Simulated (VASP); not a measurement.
Al2O3:

```
Al O
1.0
     2.88432    0.00000    0.00000
    -1.44216    2.49790    0.00000
     0.00000    0.00000    9.33675
Al O
2 3
Direct
  0.00000 0.00000 0.85001
  0.00000 0.00000 0.14999
  0.33333 0.66667 0.77768
  0.66667 0.33333 0.00000
  0.33333 0.66667 0.22232
```

Program: VASP 6.6.1. Alike in all runs: task single point; potentials or basis VASP PAW PBE potentials, release 64 (Al, O); no spin polarisation; cell as given.

Order these runs on this cell by their pressure, lowest first.
A. level RPBE; k mesh 11 × 11 × 3; cutoff (eV) 600; smearing fermi-dirac 0.05 eV
B. level PBEsol; k mesh 11 × 11 × 3; cutoff (eV) 520; smearing fermi-dirac 0.05 eV
C. level PBE; k mesh 11 × 11 × 3; cutoff (eV) 600; smearing gaussian 0.014 eV
D. level HSE06; k mesh 8 × 8 × 2; cutoff (eV) 520; smearing fermi-dirac 0.05 eV; grid for exact exchange (PRECFOCK) Fast; share of exact exchange 0.25; screening parameter 0.2079 1/Å

D (-4.9 GPa), B (-2.8 GPa), C (-0.1 GPa), A (2.5 GPa).

Caveats: the PAW data sets were made with another functional, which shifts forces and pressure a little (at least some runs); the cell stands under tension (at least some runs).
